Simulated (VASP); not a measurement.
**Te2Mo: single point with PBE**

The system is Te2Mo.

```
Te Mo
1.0
     3.51820    0.00000    0.00000
    -1.75910    3.04685    0.00000
     0.00000    0.00000   13.97360
Te Mo
4 2
Direct
  0.33333 0.66667 0.62100
  0.66667 0.33333 0.12100
  0.33333 0.66667 0.87900
  0.66667 0.33333 0.37900
  0.33333 0.66667 0.25000
  0.66667 0.33333 0.75000
```

```yaml
Program: VASP 6.6.1
Task: single point
Functional: PBE
Potentials_or_basis: VASP PAW PBE potentials, release 64 (Te, Mo_sv)
Cutoff: 500 eV
k_mesh: 8 × 8 × 2
Occupations: gaussian, width 0.05 eV
Spin: collinear spin
Starting_moments: "[0.0, 0.0, 0.0, 0.0, 2.0, 2.0] μB"
Dipole_correction: no
Further_INCAR_settings: ALGO = Normal; EDIFF = 1e-06; NBANDS = 39
```

The pressure is 3.0 GPa and the largest force is 0.188 eV/Å. The band gap on the k mesh is 0.80 eV (least direct gap 1.21 eV) and the net moment is 0.00 μB per cell. The valence electrons inside the program's atomic spheres are Te 3.43; Mo 12.39.

Forces in eV/Å, atoms in the order of the input:
```
Te   0.000  0.000 -0.188
Te   0.000  0.000 -0.188
Te   0.000  0.000  0.188
Te   0.000  0.000  0.188
Mo   0.000  0.000  0.000
Mo   0.000  0.000  0.000
```

Stress tensor (GPa, compression positive):
```
2.70 0.00 0.00
0.00 2.70 0.00
0.00 0.00 3.46
```

Levels at points of the mesh, in eV from the valence-band top:
Spin up:
```
           k point  band 23  band 24  band 25  band 26  band 27  band 28  band 29  band 30
(0.00, 0.00, 0.00)    -1.03    -1.03    -0.32     0.00     2.90     2.90     3.03     3.03
(0.50, 0.00, 0.00)    -1.02    -0.96    -0.61    -0.32     1.26     1.32     1.45     1.78
(0.00, 0.00, 0.50)    -1.04    -1.04    -0.08    -0.08     2.94     2.94     2.94     2.94
(0.50, 0.00, 0.50)    -0.97    -0.97    -0.47    -0.47     1.28     1.28     1.64     1.64
```
Spin down:
```
           k point  band 22  band 23  band 24  band 25  band 26  band 27  band 28  band 29  band 30  band 31
(0.00, 0.00, 0.00)    -1.06    -1.03    -1.03    -0.32     0.00     2.90     2.90     3.03     3.03     3.13
(0.50, 0.00, 0.00)    -1.80    -1.02    -0.96    -0.61    -0.32     1.26     1.32     1.45     1.78     2.61
(0.00, 0.00, 0.50)    -1.04    -1.04    -1.04    -0.08    -0.08     2.94     2.94     2.94     2.94     3.28
(0.50, 0.00, 0.50)    -1.92    -0.97    -0.97    -0.47    -0.47     1.28     1.28     1.64     1.64     3.04
```

Run time: 7.5 min on 1 thread of Oxide Virtual Turin-like Processor, on a shared host, peak memory 0.39 GiB.

Caveat: spin-orbit coupling is left out, which moves the levels of the heavy elements; this functional lacks dispersion, which binds layers or chains, so the pressure and a relaxed spacing across them are unreliable. A k mesh can miss the band edges.
